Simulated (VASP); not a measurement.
# ZnAu (Pm-3m) in VASP: notebook, part 2 of 2

VASP 6.6.1. Earlier steps stand in the parts before.

### Step 3. Single point, PBE, non-collinear spin, zero start, spin-orbit coupling

This run uses another cell than the first one, of 16.23 Å³/atom.

Input file INCAR:

```
SYSTEM = ZnAu
PREC = Accurate
ENCUT = 520
EDIFF = 1E-7
ISMEAR = 0
SIGMA = 0.05
LREAL = .False.
LASPH = .True.
NELM = 150
ALGO = Normal
ISIF = 2
LWAVE = .False.
LCHARG = .False.
LNONCOLLINEAR = .True.
MAGMOM = 0 0 0 0 0 0
LORBIT = 11
LSORBIT = .True.
GGA_COMPAT = .False.
LORBMOM = .True.
LMAXMIX = 4
GGA = PE
NBANDS = 35
```

Input file KPOINTS:

```
regular mesh
0
Gamma
  10 10 10
  0 0 0
```

Input file POSCAR:

```
ZnAu
1.0
    3.1901071976      0.0000000000      0.0000000000
    0.0000000000      3.1901071976      0.0000000000
    0.0000000000      0.0000000000      3.1901071976
Zn Au
1 1
Direct
    0.5000000000      0.5000000000      0.5000000000
    0.0000000000      0.0000000000      0.0000000000
```

Potentials or basis: VASP PAW PBE potentials, release 64 (Zn, Au).

Launch:

```bash
$ cat potpaw_PBE.64/Zn/POTCAR potpaw_PBE.64/Au/POTCAR > POTCAR
$ mpirun -np 1 vasp_ncl > vasp.out
```

OUTCAR:

```text
SYSTEM = ZnAu
   PREC = Accurate
   ENCUT = 520
   EDIFF = 1E-7
   ISMEAR = 0
   LREAL = .False.
   LASPH = .True.
   NELM = 150
   ISIF = 2
   LNONCOLLINEAR = .True.
   LORBIT = 11
   LSORBIT = .True.
   GGA = PE

 ion  position               nearest neighbor table
   1  0.500  0.500  0.500-   2 2.76   2 2.76   2 2.76   2 2.76   2 2.76   2 2.76   2 2.76   2 2.76

   2  0.000  0.000  0.000-   1 2.76   1 2.76   1 2.76   1 2.76   1 2.76   1 2.76   1 2.76   1 2.76

  LATTYP: Found a simple cubic cell.
 ALAT       =     3.1901071976

  Lattice vectors:

 A1 = (   3.1901071976,   0.0000000000,   0.0000000000)
 A2 = (   0.0000000000,   3.1901071976,   0.0000000000)
 A3 = (   0.0000000000,   0.0000000000,   3.1901071976)

Analysis of symmetry for initial positions (statically):
=====================================================================
 Subroutine PRICEL returns:
 Original cell was already a primitive cell.

 Routine SETGRP: Setting up the symmetry group for a
 simple cubic supercell.

 Subroutine GETGRP returns: Found 48 space group operations
 (whereof 48 operations were pure point group operations)
 out of a pool of 48 trial point group operations.

The static configuration has the point symmetry O_h .

Analysis of symmetry for dynamics (positions and initial velocities):
=====================================================================
 Subroutine PRICEL returns:
 Original cell was already a primitive cell.

 Routine SETGRP: Setting up the symmetry group for a
 simple cubic supercell.

 Subroutine GETGRP returns: Found 48 space group operations
 (whereof 48 operations were pure point group operations)
 out of a pool of 48 trial point group operations.

The dynamic configuration has the point symmetry O_h .

Analysis of structural, dynamic, and magnetic symmetry:
=====================================================================
 Subroutine PRICEL returns:
 Original cell was already a primitive cell.

 Routine SETGRP: Setting up the symmetry group for a
 simple cubic supercell.

 Subroutine GETGRP returns: Found 48 space group operations
 (whereof 48 operations were pure point group operations)
 out of a pool of 48 trial point group operations.

The overall configuration has the point symmetry O_h .

 Subroutine INISYM returns: Found 48 space group operations
 (whereof 48 operations are pure point group operations),
 and found     1 'primitive' translations

----------------------------------------------------------------------------------------

                                     Primitive cell

  volume of cell :      32.4650

  direct lattice vectors                    reciprocal lattice vectors
     3.190107198  0.000000000  0.000000000     0.313469090  0.000000000  0.000000000
     0.000000000  3.190107198  0.000000000     0.000000000  0.313469090  0.000000000
     0.000000000  0.000000000  3.190107198     0.000000000  0.000000000  0.313469090

[... 1057 lines left out ...]

  FORCE on cell =-STRESS in cart. coord.  units (eV):
  Direction    XX          YY          ZZ          XY          YZ          ZX
  --------------------------------------------------------------------------------------
  -------------------------------------------------------------------------------------
  Total       -0.1921224     -0.1921224     -0.1921224      0.0000000     -0.0000000      0.0000000
  in kB       -9.4814051     -9.4814051     -9.4814051      0.0000000     -0.0000000      0.0000000
  external PRESSURE =      -9.4814051 kB  Pullay stress =       0.0000000 kB

 VOLUME and BASIS-vectors are now :
 -----------------------------------------------------------------------------
  energy-cutoff  :      520.00
  volume of cell :       32.47
      direct lattice vectors                 reciprocal lattice vectors
     3.190107198  0.000000000  0.000000000     0.313469090  0.000000000  0.000000000
     0.000000000  3.190107198  0.000000000     0.000000000  0.313469090  0.000000000
     0.000000000  0.000000000  3.190107198     0.000000000  0.000000000  0.313469090

 POSITION                                       TOTAL-FORCE (eV/Angst)
 -----------------------------------------------------------------------------------
      1.59505      1.59505      1.59505         0.000000      0.000000      0.000000
      0.00000      0.00000      0.00000         0.000000      0.000000      0.000000
 -----------------------------------------------------------------------------------
    total drift:                                0.000000     -0.000000     -0.000000

  FREE ENERGIE OF THE ION-ELECTRON SYSTEM (eV)
  ---------------------------------------------------
  free  energy   TOTEN  =        -5.0387502234 eV

  energy  without entropy=       -5.0377650651  energy(sigma->0) =       -5.03825764

 orbital moment (x)

 # of ion     p       d       tot
 ----------------------------------------
  1        -0.000  -0.000  -0.000
  2         0.000   0.000   0.000
 ----------------------------------------
           -0.000  -0.000  -0.000

 orbital moment (y)

 # of ion     p       d       tot
 ----------------------------------------
  1         0.000   0.000   0.000
  2        -0.000  -0.000  -0.000
 ----------------------------------------
           -0.000  -0.000  -0.000

 orbital moment (z)

 # of ion     p       d       tot
 ----------------------------------------
  1         0.000   0.000   0.000
  2         0.000   0.000   0.000
 ----------------------------------------
            0.000   0.000   0.000

 Spin-Orbit-Coupling matrix elements

 Ion:    1  E_soc:     -0.0087769
 l=   1
     0.0000000    -0.0003404    -0.0003404
    -0.0003404     0.0000000    -0.0003404
    -0.0003404    -0.0003404     0.0000000
 l=   2
     0.0000000    -0.0002598     0.0000000    -0.0002598    -0.0008626
    -0.0002598     0.0000000    -0.0006470    -0.0002598    -0.0002157
     0.0000000    -0.0006470     0.0000000    -0.0006470     0.0000000
    -0.0002598    -0.0002598    -0.0006470     0.0000000    -0.0002157
    -0.0008626    -0.0002157     0.0000000    -0.0002157     0.0000000
 l=   3
     0.0000000     0.0000000     0.0000000     0.0000000     0.0000000     0.0000000     0.0000000
     0.0000000     0.0000000     0.0000000     0.0000000     0.0000000     0.0000000     0.0000000
     0.0000000     0.0000000     0.0000000     0.0000000     0.0000000     0.0000000     0.0000000
     0.0000000     0.0000000     0.0000000     0.0000000     0.0000000     0.0000000     0.0000000
     0.0000000     0.0000000     0.0000000     0.0000000     0.0000000     0.0000000     0.0000000
     0.0000000     0.0000000     0.0000000     0.0000000     0.0000000     0.0000000     0.0000000
     0.0000000     0.0000000     0.0000000     0.0000000     0.0000000     0.0000000     0.0000000

 Ion:    2  E_soc:     -0.5733059
 l=   1
     0.0000000    -0.0281613    -0.0281613
    -0.0281613     0.0000000    -0.0281613
    -0.0281613    -0.0281613     0.0000000
 l=   2
     0.0000000    -0.0135593     0.0000000    -0.0135593    -0.0538304
    -0.0135593     0.0000000    -0.0403728    -0.0135593    -0.0134576
     0.0000000    -0.0403728     0.0000000    -0.0403728     0.0000000
    -0.0135593    -0.0135593    -0.0403728     0.0000000    -0.0134576
    -0.0538304    -0.0134576     0.0000000    -0.0134576     0.0000000
 l=   3
     0.0000000     0.0000000     0.0000000     0.0000000     0.0000000     0.0000000     0.0000000
     0.0000000     0.0000000     0.0000000     0.0000000     0.0000000     0.0000000     0.0000000
     0.0000000     0.0000000     0.0000000     0.0000000     0.0000000     0.0000000     0.0000000
     0.0000000     0.0000000     0.0000000     0.0000000     0.0000000     0.0000000     0.0000000
     0.0000000     0.0000000     0.0000000     0.0000000     0.0000000     0.0000000     0.0000000
     0.0000000     0.0000000     0.0000000     0.0000000     0.0000000     0.0000000     0.0000000
     0.0000000     0.0000000     0.0000000     0.0000000     0.0000000     0.0000000     0.0000000

 total charge

# of ion       s       p       d       tot
------------------------------------------
    1        0.516   0.417   9.764  10.697
    2        0.615   0.376   8.689   9.680
--------------------------------------------------
tot          1.131   0.793  18.453  20.377

 magnetization (x)

# of ion       s       p       d       tot
------------------------------------------
    1        0.000   0.000   0.000   0.000
    2       -0.000   0.000   0.000   0.000
--------------------------------------------------
tot         -0.000   0.000   0.000   0.000

 magnetization (y)

# of ion       s       p       d       tot
------------------------------------------
    1       -0.000  -0.000  -0.000  -0.000
    2        0.000   0.000   0.000   0.000
--------------------------------------------------
tot         -0.000  -0.000  -0.000  -0.000

 magnetization (z)

# of ion       s       p       d       tot
------------------------------------------
    1        0.000   0.000   0.000   0.000
    2        0.000  -0.000   0.000  -0.000
--------------------------------------------------
tot          0.000   0.000   0.000   0.000
```

OSZICAR:

```text
N       E                     dE             d eps       ncg     rms          rms(c)
DAV:   1     0.181830401105E+03    0.18183E+03   -0.10703E+04  3995   0.176E+03
DAV:   2     0.918578156087E+01   -0.17264E+03   -0.15769E+03  3943   0.391E+02
DAV:   3    -0.523123338347E+01   -0.14417E+02   -0.13975E+02  4280   0.112E+02
DAV:   4    -0.549766109413E+01   -0.26643E+00   -0.26598E+00  4422   0.151E+01
DAV:   5    -0.550102861432E+01   -0.33675E-02   -0.33674E-02  4331   0.161E+00    0.871E+00
DAV:   6    -0.507059590171E+01    0.43043E+00   -0.10811E+00  4424   0.125E+01    0.560E+00
DAV:   7    -0.504677233894E+01    0.23824E-01   -0.37252E-02  5265   0.431E+00    0.307E+00
DAV:   8    -0.503876068376E+01    0.80117E-02   -0.11635E-02  4163   0.117E+00    0.993E-01
DAV:   9    -0.503874338514E+01    0.17299E-04   -0.36729E-04  4485   0.203E-01    0.109E-01
DAV:  10    -0.503874401530E+01   -0.63016E-06   -0.49324E-05  5452   0.104E-01    0.630E-02
DAV:  11    -0.503875007464E+01   -0.60593E-05   -0.21279E-05  4435   0.676E-02    0.150E-02
DAV:  12    -0.503875013451E+01   -0.59875E-07   -0.23938E-06  4229   0.340E-02    0.402E-03
DAV:  13    -0.503875022338E+01   -0.88869E-07   -0.25811E-07  3784   0.106E-02
   1 F= -.50387502E+01 E0= -.50382576E+01  d E =-.985158E-03  mag=     0.0000    -0.0000    -0.0000
```

stdout:

```text
POSCAR found type information on POSCAR ZnAu
 POSCAR found :  2 types and       2 ions
 scaLAPACK will be used
 LDA part: xc-table for (Slater+PW92), standard interpolation
 POSCAR, INCAR and KPOINTS ok, starting setup
 FFT: planning ... GRIDC
 FFT: planning ... GRID_SOFT
 FFT: planning ... GRID
 WAVECAR not read
 entering main loop
```

It took 74 s on 1 thread of Intel Xeon Platinum 8259CL at 2.50GHz (Skylake/Cascade Lake), shared host; peak memory 0.26 GiB.

Results:

```yaml
Free_energy: -5.0388 eV
Pressure: -0.9 GPa
Net_moment: 0.00 μB per cell
Valence_electrons_inside_the_program's_atomic_spheres: Zn 10.70; Au 9.68
```

Moments on the atoms (μB; x, y, z):
```
Zn  0.00 0.00 0.00
Au  0.00 0.00 0.00
```
